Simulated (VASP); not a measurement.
# W4N in VASP: a series of runs

Runs on W4N. Level: PBE. Tasks: single point.

All numbers are computed with VASP 6.6.1; they aren't measurements. Logs are shortened: lines on timing, memory, paths and dates and some standing lists are left out, and cuts for length are marked.

## (1) The cell of the first run

The cell holds a slab with vacuum, 5 atoms: a = 3.184 Å, b = 3.184 Å, c = 20.143 Å, α = 90.00°, β = 90.00°, γ = 90.00°.

## (2) Single point, PBE

Contents of INCAR:

```
PREC = Accurate
ENCUT = 520
EDIFF = 1E-6
ISMEAR = 0
SIGMA = 0.1
LREAL = F
LASPH = T
NELM = 100
ALGO = Normal
ISIF = 2
LWAVE = F
LCHARG = F
LDIPOL = T
IDIPOL = 3
DIPOL = 0.5 0.5 0.354
GGA = PE
NBANDS = 38
```

Contents of KPOINTS:

```
Automatic mesh
0
Gamma
  8 8 1
```

Contents of POSCAR:

```
W4N
1.0
    3.1836991685      0.0000000000      0.0000000000
    0.0000000000      3.1836991685      0.0000000000
    0.0000000000      0.0000000000     20.1425775594
W N
4 1
Direct
    0.5000000000      0.5000000000      0.1985843166
    0.0000000000      0.0000000000      0.2776134071
    0.5000000000      0.5000000000      0.3599451789
    0.0000000000      0.0000000000      0.4290700897
    0.0000000000      0.2500000000      0.5069183013
```

Potentials or basis: VASP PAW PBE potentials, release 64 (W_sv, N).

On the command line:

```bash
$ cat potpaw_PBE.64/W_sv/POTCAR potpaw_PBE.64/N/POTCAR > POTCAR
$ mpirun -np 1 vasp_std > vasp.out
```

OUTCAR:

```text
PREC = Accurate
   ENCUT = 520
   EDIFF = 1E-6
   ISMEAR = 0
   LREAL = F
   LASPH = T
   NELM = 100
   ISIF = 2
   GGA = PE

 ion  position               nearest neighbor table
   1  0.500  0.500  0.199-   2 2.76   2 2.76   2 2.76   2 2.76   3 3.25
   2  0.000  0.000  0.278-   1 2.76   1 2.76   1 2.76   1 2.76   3 2.80   3 2.80   3 2.80   3 2.80
                             4 3.05
   3  0.500  0.500  0.360-   4 2.65   4 2.65   4 2.65   4 2.65   2 2.80   2 2.80   2 2.80   2 2.80
                             1 3.25
   4  0.000  0.000  0.429-   5 1.76   3 2.65   3 2.65   3 2.65   3 2.65   2 3.05
   5  0.000  0.250  0.507-   4 1.76

  LATTYP: Found a simple tetragonal cell.
 ALAT       =     3.1836991685
 C/A-ratio  =     6.3267841882

  Lattice vectors:

 A1 = (   3.1836991685,   0.0000000000,   0.0000000000)
 A2 = (   0.0000000000,   3.1836991685,   0.0000000000)
 A3 = (   0.0000000000,   0.0000000000,  20.1425775594)

Analysis of symmetry for initial positions (statically):
=====================================================================
 Subroutine PRICEL returns:
 Original cell was already a primitive cell.

 Routine SETGRP: Setting up the symmetry group for a
 simple tetragonal supercell.

 Subroutine GETGRP returns: Found  2 space group operations
 (whereof  2 operations were pure point group operations)
 out of a pool of 16 trial point group operations.

The static configuration has the point symmetry C_1h.

Analysis of symmetry for dynamics (positions and initial velocities):
=====================================================================
 Subroutine PRICEL returns:
 Original cell was already a primitive cell.

 Routine SETGRP: Setting up the symmetry group for a
 simple tetragonal supercell.

 Subroutine GETGRP returns: Found  2 space group operations
 (whereof  2 operations were pure point group operations)
 out of a pool of 16 trial point group operations.

The dynamic configuration has the point symmetry C_1h.

 Subroutine INISYM returns: Found  2 space group operations
 (whereof  2 operations are pure point group operations),
 and found     1 'primitive' translations

----------------------------------------------------------------------------------------

                                     Primitive cell

  volume of cell :     204.1640

  direct lattice vectors                    reciprocal lattice vectors
     3.183699169  0.000000000  0.000000000     0.314100029  0.000000000  0.000000000
[... 101 lines left out ...]
   PSTRESS=    0.0 pullay stress
   NELECT =      61.0000    total number of electrons
   NUPDOWN=      -1.0000    fix difference up-down
   EMIN   =  10.00;   EMAX   =-10.00  energy-range for DOS
   EFERMI =   0.00;   METHOD = LEGACY
   ISMEAR =     0;   SIGMA  =   0.10  broadening in eV -4-tet -1-fermi 0-gaus
   EFERMI_NEDOS =   21; number of points for ismear=-14 and -15
   IALGO  =     38    algorithm
   IMIX   =      4    mixing-type and parameters
     AMIX     =   0.40;   BMIX     =  1.00
     AMIX_MAG =   1.60;   BMIX_MAG =  1.00
  volume/ion in A,a.u.               =      40.83       275.55
  Fermi-wavevector in a.u.,A,eV,Ry     =   1.094439  2.068191 16.297028  1.197798
  Thomas-Fermi vector in A             =   2.230744
   LORBIT       =      0    0 simple, 1 ext, 2 COOP (PROOUT), +10 PAW based schemes
   GGA     = PE    functional components
   LHFCALC =     F    Hartree Fock is set to
   AEXX    =    0.0000 exact exchange contribution
   IVDW    =     0    specifies the selected vdW correction
   LEPSILON=     F    determine dielectric tensor
   LRPA    =     F    only Hartree local field effects (RPA)
 non-spin polarized calculation
 Gauss-broadening in eV      SIGMA  =   0.10
  energy-cutoff  :      520.00
  volume of cell :      204.16
 maximum number of plane-waves:      5576
   NGX = 11   NGY = 11   NGZ = 75

 dipolmoment           0.000000      0.000000     -0.040715 electrons x Angstroem

 number of electron      60.9999990 magnetization

 dipolmoment           0.000000      0.000000      0.209960 electrons x Angstroem

 Free energy of the ion-electron system (eV)
  ---------------------------------------------------
  ext. energy  EPLUGINS =         0.00000000
  ---------------------------------------------------
  free energy    TOTEN  =       -54.01017570 eV

  energy without entropy =      -53.97969419  energy(sigma->0) =      -53.99493494

 E-fermi :  -0.3055     XC(G=0):  -5.8034

 val. band max:       -0.3241512599   @ k =   0.5000   0.0000   0.0000
 cond. band min:      -0.2910158567   @ k =   0.1250   0.0000   0.0000
 fundamental gap:      0.0331354033
 Fermi energy:        -0.3055198820

 k-point     1 :       0.0000    0.0000    0.0000
  band No.  band energies     occupation
      1     -74.2471      2.00000
      2     -74.1398      2.00000
      3     -73.9974      2.00000
      4     -73.6114      2.00000
      5     -38.6850      2.00000
      6     -38.5645      2.00000
[... 973 lines left out ...]
     37       3.1228      0.00000
     38       3.2522      0.00000

 [... further k-points ...]

------------------------ aborting loop because EDIFF is reached ----------------------------------------

 vacuum level on the upper side and lower side of the slab       (xc-potential included)         1.815        -1.834

  FORCE on cell =-STRESS in cart. coord.  units (eV):
  Direction    XX          YY          ZZ          XY          YZ          ZX
  --------------------------------------------------------------------------------------
  -------------------------------------------------------------------------------------
  Total       -1.5422910     -3.5703300      1.3969734      0.0000000      1.9657950      0.0000000
  in kB      -12.1031329    -28.0181751     10.9627533      0.0000000     15.4265825      0.0000000
  external PRESSURE =      -9.7195182 kB  Pullay stress =       0.0000000 kB

 VOLUME and BASIS-vectors are now :
 -----------------------------------------------------------------------------
  energy-cutoff  :      520.00
  volume of cell :      204.16
      direct lattice vectors                 reciprocal lattice vectors
     3.183699169  0.000000000  0.000000000     0.314100029  0.000000000  0.000000000
     0.000000000  3.183699169  0.000000000     0.000000000  0.314100029  0.000000000
     0.000000000  0.000000000 20.142577559     0.000000000  0.000000000  0.049646079

 POSITION                                       TOTAL-FORCE (eV/Angst)
 -----------------------------------------------------------------------------------
      1.59185      1.59185      4.00000         0.000000     -0.122555      2.063474
      0.00000      0.00000      5.59185         0.000000      0.268241     -2.140011
      1.59185      1.59185      7.25022         0.000000     -0.725918     -2.923783
      0.00000      0.00000      8.64258         0.000000     -0.189004      2.730882
      0.00000      0.79592     10.21064         0.000000      0.769237      0.269438
 -----------------------------------------------------------------------------------
    total drift:                                0.000000     -0.000042      0.000110

  FREE ENERGIE OF THE ION-ELECTRON SYSTEM (eV)
  ---------------------------------------------------
  free  energy   TOTEN  =       -54.0101756950 eV

  energy  without entropy=      -53.9796941859  energy(sigma->0) =      -53.99493494

 vacuum level on the upper side and lower side of the slab         7.597         3.773
```

OSZICAR:

```text
N       E                     dE             d eps       ncg     rms          rms(c)
DAV:   1     0.720612041285E+03    0.72061E+03   -0.37513E+04  2300   0.151E+03
DAV:   2    -0.255676871801E+02   -0.74618E+03   -0.73227E+03  2254   0.469E+02
DAV:   3    -0.593841541275E+02   -0.33816E+02   -0.32552E+02  2306   0.101E+02
[... 22 lines left out ...]
DAV:  26    -0.540101524314E+02   -0.21315E-04   -0.74263E-06  1836   0.871E-03    0.351E-03
DAV:  27    -0.540101613691E+02   -0.89378E-05   -0.88902E-07  1346   0.547E-03    0.223E-03
DAV:  28    -0.540101705385E+02   -0.91694E-05   -0.61414E-07  1306   0.463E-03    0.234E-03
DAV:  29    -0.540101748952E+02   -0.43567E-05   -0.10994E-06  1538   0.365E-03    0.878E-04
DAV:  30    -0.540101756950E+02   -0.79982E-06   -0.11839E-07  1114   0.193E-03
   1 F= -.54010176E+02 E0= -.53994935E+02  d E =-.304815E-01
```

Run time: 2.1 min. Hardware: 1 thread of Intel Xeon 6975P-C (Granite Rapids), shared host; peak memory 0.37 GiB.

Results:

```
Free energy   : -54.0102 eV
Largest force : 3.013 eV/Å
```

Forces on the atoms (eV/Å):
```
W    0.000 -0.123  2.063
W    0.000  0.268 -2.140
W    0.000 -0.726 -2.924
W    0.000 -0.189  2.731
N    0.000  0.769  0.269
```

Caveat: spin-orbit coupling is left out, which moves the levels of the heavy elements.

## (3) Single point, PBE

Contents of INCAR:

```
SYSTEM = W4N
PREC = Accurate
ENCUT = 520
EDIFF = 1E-6
ISMEAR = 0
SIGMA = 0.1
LREAL = .FALSE.
LASPH = .TRUE.
NELM = 60
ALGO = Normal
ISIF = 2
LWAVE = .FALSE.
LCHARG = .TRUE.
LDIPOL = .TRUE.
IDIPOL = 3
DIPOL = 0.5 0.5 0.347
GGA = PE
LELF = .TRUE.
LVHAR = .TRUE.
LVACPOTAV = .TRUE.
NBANDS = 38
```

Contents of KPOINTS:

```
regular mesh
0
G
  8 8 1
  0 0 0
```

POSCAR: that of step 2 with these lines changed.

```diff
@@ -12,2 +12,2 @@
     0.0000000000      0.0000000000      0.4290700897
-    0.0000000000      0.2500000000      0.5069183013
+    0.2500000000      0.5000000000      0.4680356900
```

Potentials or basis: VASP PAW PBE potentials, release 64 (W_sv, N).

On the command line:

```bash
$ cat potpaw_PBE.64/W_sv/POTCAR potpaw_PBE.64/N/POTCAR > POTCAR
$ mpirun -np 1 vasp_std > vasp.out
```

OUTCAR:

```text
SYSTEM = W4N
   PREC = Accurate
   ENCUT = 520
   EDIFF = 1E-6
   ISMEAR = 0
   LREAL = .FALSE.
   LASPH = .TRUE.
   NELM = 60
   ISIF = 2
   GGA = PE

 ion  position               nearest neighbor table
   1  0.500  0.500  0.199-   2 2.76   2 2.76   2 2.76   2 2.76   3 3.25
   2  0.000  0.000  0.278-   1 2.76   1 2.76   1 2.76   1 2.76   3 2.80   3 2.80   3 2.80   3 2.80
                             4 3.05
   3  0.500  0.500  0.360-   5 2.32   4 2.65   4 2.65   4 2.65   4 2.65   2 2.80   2 2.80   2 2.80
                             2 2.80   1 3.25
   4  0.000  0.000  0.429-   5 1.95   5 1.95   3 2.65   3 2.65   3 2.65   3 2.65   2 3.05
[... 1194 lines left out ...]
  Total       -0.5490488     -2.6548590      0.2958403      0.0000000      0.0000000      1.9058255
  in kB       -4.3086617    -20.8340142      2.3216079      0.0000000      0.0000000     14.9559715
  external PRESSURE =      -7.6070227 kB  Pullay stress =       0.0000000 kB

 VOLUME and BASIS-vectors are now :
 -----------------------------------------------------------------------------
  energy-cutoff  :      520.00
  volume of cell :      204.16
      direct lattice vectors                 reciprocal lattice vectors
     3.183699169  0.000000000  0.000000000     0.314100029  0.000000000  0.000000000
     0.000000000  3.183699169  0.000000000     0.000000000  0.314100029  0.000000000
     0.000000000  0.000000000 20.142577559     0.000000000  0.000000000  0.049646079

 POSITION                                       TOTAL-FORCE (eV/Angst)
 -----------------------------------------------------------------------------------
      1.59185      1.59185      4.00000        -0.080580      0.000000      2.017755
      0.00000      0.00000      5.59185         0.371493      0.000000     -1.868372
      1.59185      1.59185      7.25022        -1.508294      0.000000     -2.823383
      0.00000      0.00000      8.64258         0.497068      0.000000      2.557237
      0.79592      1.59185      9.42745         0.720312      0.000000      0.116763
 -----------------------------------------------------------------------------------
    total drift:                               -0.000062      0.000000     -0.000226

  FREE ENERGIE OF THE ION-ELECTRON SYSTEM (eV)
  ---------------------------------------------------
  free  energy   TOTEN  =       -55.7894793790 eV

  energy  without entropy=      -55.7743258531  energy(sigma->0) =      -55.78190262

 vacuum level on the upper side and lower side of the slab         5.770         5.038
```

stdout:

```text
POSCAR found type information on POSCAR W N
 POSCAR found :  2 types and       5 ions
 scaLAPACK will be used
 LDA part: xc-table for (Slater+PW92), standard interpolation
 POSCAR, INCAR and KPOINTS ok, starting setup
 FFT: planning ... GRIDC
 FFT: planning ... GRID_SOFT
 FFT: planning ... GRID
 WAVECAR not read
 entering main loop
 -----------------------------------------------------------------------------
|                                                                             |
|           W    W    AA    RRRRR   N    N  II  N    N   GGGG   !!!           |
|           W    W   A  A   R    R  NN   N  II  NN   N  G    G  !!!           |
|           W    W  A    A  R    R  N N  N  II  N N  N  G       !!!           |
|           W WW W  AAAAAA  RRRRR   N  N N  II  N  N N  G  GGG   !            |
|           WW  WW  A    A  R   R   N   NN  II  N   NN  G    G                |
|           W    W  A    A  R    R  N    N  II  N    N   GGGG   !!!           |
|                                                                             |
|     Did not find any points to average over, which means that no vacuum     |
|     field-free region was found. Please increase the size of  your cell     |
|     in the dimension of the dipole correction to obtain accurate            |
|     workfunction values.                                                    |
|                                                                             |
 -----------------------------------------------------------------------------
```

Run time: 2.2 min. Hardware: 1 thread of Intel Xeon 6975P-C (Granite Rapids), shared host; peak memory 0.36 GiB.

Results:

* Free energy: -55.7895 eV
* Largest force: 3.201 eV/Å

Forces on the atoms (eV/Å):
```
W   -0.081  0.000  2.018
W    0.371  0.000 -1.868
W   -1.508  0.000 -2.823
W    0.497  0.000  2.557
N    0.720  0.000  0.117
```

Caveat: spin-orbit coupling is left out, which moves the levels of the heavy elements.

## (4) Single point, PBE

Contents of INCAR:

```
PREC     = Accurate       # precision mode
ENCUT    = 520            # plane-wave cutoff, eV
EDIFF    = 1E-6           # SCF threshold, eV
ISMEAR   = 0              # smearing method
SIGMA    = 0.1            # smearing width, eV
LREAL    = False          # projectors in reciprocal space
LASPH    = True           # aspherical terms in the spheres
NELM     = 80             # most SCF steps
ALGO     = Normal         # electronic algorithm
ISIF     = 2              # what is computed and relaxed
LWAVE    = False          # write WAVECAR
LCHARG   = False          # write CHGCAR
LDIPOL   = True         
IDIPOL   = 3            
DIPOL    = 0.5 0.5 0.356
GGA      = PE             # functional
NBANDS   = 38             # bands
```

Contents of KPOINTS:

```
regular mesh
0
Gamma
  8 8 1
```

POSCAR: that of step 3 with these lines changed.

```diff
@@ -12,2 +12,2 @@
     0.0000000000      0.0000000000      0.4290700897
-    0.2500000000      0.5000000000      0.4680356900
+    0.0000000000      0.1250000000      0.5134239782
```

Potentials or basis: VASP PAW PBE potentials, release 64 (W_sv, N).

On the command line:

```bash
$ cat potpaw_PBE.64/W_sv/POTCAR potpaw_PBE.64/N/POTCAR > POTCAR
$ mpirun -np 1 vasp_std > vasp.out
```

OUTCAR:

```text
PREC = Accurate
   ENCUT = 520
   EDIFF = 1E-6
   ISMEAR = 0
   LREAL = False
   LASPH = True
   NELM = 80
   ISIF = 2
   GGA = PE

 ion  position               nearest neighbor table
   1  0.500  0.500  0.199-   2 2.76   2 2.76   2 2.76   2 2.76   3 3.25
   2  0.000  0.000  0.278-   1 2.76   1 2.76   1 2.76   1 2.76   3 2.80   3 2.80   3 2.80   3 2.80
                             4 3.05
   3  0.500  0.500  0.360-   4 2.65   4 2.65   4 2.65   4 2.65   2 2.80   2 2.80   2 2.80   2 2.80
                             1 3.25
   4  0.000  0.000  0.429-   5 1.75   3 2.65   3 2.65   3 2.65   3 2.65   2 3.05
   5  0.000  0.125  0.513-   4 1.75

  LATTYP: Found a simple tetragonal cell.
 ALAT       =     3.1836991685
 C/A-ratio  =     6.3267841882
[... 1191 lines left out ...]
  Total       -2.0246303     -2.5117287      1.6491717      0.0000000      0.5603561      0.0000000
  in kB      -15.8882926    -19.7107982     12.9418798      0.0000000      4.3973958      0.0000000
  external PRESSURE =      -7.5524037 kB  Pullay stress =       0.0000000 kB

 VOLUME and BASIS-vectors are now :
 -----------------------------------------------------------------------------
  energy-cutoff  :      520.00
  volume of cell :      204.16
      direct lattice vectors                 reciprocal lattice vectors
     3.183699169  0.000000000  0.000000000     0.314100029  0.000000000  0.000000000
     0.000000000  3.183699169  0.000000000     0.000000000  0.314100029  0.000000000
     0.000000000  0.000000000 20.142577559     0.000000000  0.000000000  0.049646079

 POSITION                                       TOTAL-FORCE (eV/Angst)
 -----------------------------------------------------------------------------------
      1.59185      1.59185      4.00000         0.000000     -0.024467      2.021157
      0.00000      0.00000      5.59185         0.000000      0.158178     -2.207918
      1.59185      1.59185      7.25022         0.000000     -0.503064     -2.728712
      0.00000      0.00000      8.64258         0.000000      0.233971      2.598715
      0.00000      0.39796     10.34168         0.000000      0.135381      0.316757
 -----------------------------------------------------------------------------------
    total drift:                                0.000000     -0.000003      0.000142

  FREE ENERGIE OF THE ION-ELECTRON SYSTEM (eV)
  ---------------------------------------------------
  free  energy   TOTEN  =       -53.8907183124 eV

  energy  without entropy=      -53.8593117739  energy(sigma->0) =      -53.87501504

 vacuum level on the upper side and lower side of the slab         7.860         3.530
```

Run time: 2.3 min. Hardware: 1 thread of Intel Xeon 6975P-C (Granite Rapids), shared host; peak memory 0.36 GiB.

What came out:

```yaml
Free_energy: -53.8907 eV
Largest_force: 2.775 eV/Å
```

Forces in eV/Å, atoms in the order of the input:
```
W    0.000 -0.024  2.021
W    0.000  0.158 -2.208
W    0.000 -0.503 -2.729
W    0.000  0.234  2.599
N    0.000  0.135  0.317
```

Levels at points of the mesh, in eV from the Fermi level:
```tsv
k point	band 26	band 27	band 28	band 29	band 30	band 31	band 32	band 33	band 34	band 35
(0.00, 0.00, 0.00)	-0.74	-0.73	-0.68	-0.53	-0.38	-0.19	0.42	0.46	0.87	1.78
(0.50, 0.00, 0.00)	-1.55	-1.02	-0.81	-0.59	0.10	0.53	0.77	0.80	1.23	2.62
(0.00, 0.50, 0.00)	-1.55	-0.99	-0.97	-0.59	0.15	0.51	0.69	0.81	1.26	2.61
(0.50, 0.50, 0.00)	-1.86	-1.76	-0.92	-0.11	0.04	1.96	2.12	2.12	2.83	2.84
```

Caveat: spin-orbit coupling is left out, which moves the levels of the heavy elements.
